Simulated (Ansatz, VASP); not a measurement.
**KF in VASP and in Ansatz**

```
CELL_PARAMETERS angstrom
0.00000 2.65441 2.65441
2.65441 0.00000 2.65441
2.65441 2.65441 0.00000
ATOMIC_POSITIONS crystal
K 0.00000 0.00000 0.00000
F 0.50000 0.50000 0.50000
```

Alike in both runs: task single point; functional LDA; k mesh 6 × 6 × 6; occupations gaussian, width 0.1 eV; no spin polarisation.

```csv
,VASP,Ansatz
version,VASP 6.6.1,Ansatz 0.2.0
potentials or method,"VASP PAW LDA potentials, release 64 (K_sv, F), cutoff 600 eV","scalar-relativistic, plane waves, PAW"
valence electrons in the cell,16,16
```

VASP gave:

| Quantity | Value |
| --- | --- |
| gap on the k mesh at the Fermi level (eV) | 5.89 |
| least direct gap on the mesh (eV) | 5.89 |
| pressure (GPa) | -2.9 |

Task: Estimate Ansatz's values.

Result: gap on the k mesh at the Fermi level (eV): 5.91; least direct gap on the mesh (eV): 5.91; pressure (GPa): -3.0.

LDA's correlation is that of Perdew and Zunger in VASP and of Perdew and Wang (1992) in Ansatz.
